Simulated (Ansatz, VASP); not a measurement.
**Sc in VASP and in Ansatz**

```
CELL_PARAMETERS angstrom
0.00000 3.29307 3.29307
3.29307 0.00000 3.29307
3.29307 3.29307 0.00000
ATOMIC_POSITIONS crystal
Sc 0.00000 0.00000 0.00000
Sc 0.25000 0.25000 0.25000
```

Change from the starting cell: volume scaled by 1.06, PAW files.

Alike in both runs: task electric field gradients; functional PBE; k mesh 10 × 10 × 10; occupations fermi-dirac, width 0.03 eV; no spin polarisation.

|  | VASP | Ansatz |
| --- | --- | --- |
| version | VASP 6.6.1 | Ansatz 0.2.0 |
| potentials or method | VASP PAW PBE potentials, release 64 (Sc_sv) | PAW with Ansatz's default frozen-core files, scalar-relativistic |
| plane-wave cutoff (eV) | 520 | 420 |
| valence electrons in the cell | 22 | 22 |

```tsv
	VASP	Ansatz	Ansatz less VASP
pressure (GPa)	-0.3	-0.3	0.00
```
